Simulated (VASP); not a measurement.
A run of VASP 6.6.1 is set up as follows.

File INCAR:

```
  PREC = Accurate
  ENCUT = 500
  EDIFF = 1E-6
  ISMEAR = 0
  SIGMA = 0.05
  LREAL = False
  LASPH = True
  NELM = 120
  ALGO = Normal
  ISIF = 2
  LWAVE = False
  LCHARG = False
  GGA = PS
  NBANDS = 21
  GGA_COMPAT = False
```

Contents of KPOINTS:

```
Automatic mesh
0
Gamma
  4 4 4
```

POSCAR

```
RbSnH3
1.0
    4.7000000000      0.0000000000      0.0000000000
    0.0000000000      4.7000000000      0.0000000000
    0.0000000000      0.0000000000      4.7000000000
Rb Sn H
1 1 3
Direct
    0.0000000000      0.0000000000      0.0000000000
    0.5000000000      0.5000000000      0.5000000000
    0.5000000000      0.5000000000      0.0000000000
    0.5000000000      0.0000000000      0.5000000000
    0.0000000000      0.5000000000      0.5000000000
```

Potentials or basis: VASP PAW PBE potentials, release 64 (Rb_sv, Sn_d, H).

The run is started by

```sh
$ cat potpaw_PBE.64/Rb_sv/POTCAR potpaw_PBE.64/Sn_d/POTCAR potpaw_PBE.64/H/POTCAR > POTCAR
$ mpirun -np 1 vasp_std > vasp.out
```

(1) Estimate the band gap on the k mesh.

(2) What does it give for the pressure?

Answers

(1) zero (bands 13 and 14 overlap by 0.03 eV).

(2) -3.9 GPa.

Caveat: the cell stands under tension; the PAW data sets were made with another functional, which shifts forces and pressure a little; spin-orbit coupling is left out, which moves the levels of the heavy elements.
